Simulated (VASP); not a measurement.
A run of VASP 6.6.1:

File INCAR:

```
  PREC = Accurate
  ENCUT = 600
  EDIFF = 1E-6
  ISMEAR = 0
  SIGMA = 0.15
  LREAL = False
  LASPH = True
  NELM = 150
  ALGO = Normal
  ISIF = 3
  LWAVE = False
  LCHARG = False
  ISPIN = 2
  MAGMOM = 4 0 0 0 0 0 0 0
  LORBIT = 11
  LMAXMIX = 4
  GGA = PE
  IBRION = 2
  NSW = 36
  EDIFFG = -0.08
```

File KPOINTS:

```
Automatic mesh
0
Gamma
  3 3 3
```

POSCAR

```
FePb2O5
1.0
    0.0000000000      3.8420495300      3.8420495300
    3.8420495300      0.0000000000      3.8420495300
    3.8420495300      3.8420495300      0.0000000000
Fe Pb O
1 2 5
Direct
    0.5000000000      0.5000000000      0.5000000000
    0.7500000000      0.7500000000      0.7500000000
    0.0000000000      0.0000000000      0.0000000000
    0.2500000000      0.2500000000      0.2500000000
    0.3766064500      0.3766064500      0.3766064500
    0.3766064500      0.3766064500      0.8701806600
    0.3766064500      0.8701806600      0.3766064500
    0.8701806600      0.3766064500      0.3766064500
```

Potentials or basis: VASP PAW PBE potentials, release 64 (Fe, Pb_d, O).

Run with:

```bash
$ cat potpaw_PBE.64/Fe/POTCAR potpaw_PBE.64/Pb_d/POTCAR potpaw_PBE.64/O/POTCAR > POTCAR
$ mpirun -np 1 vasp_std > vasp.out
```

Hardware: 1 thread of Intel Xeon 8259CL, with other jobs on the host.

Task: How long does it take, and how much memory?

Result: Run time: 23 min on 1 thread of Intel Xeon 8259CL, with other jobs on the host, peak memory 0.44 GiB. Counts: scf iterations 108, k points 4, ion steps 7.
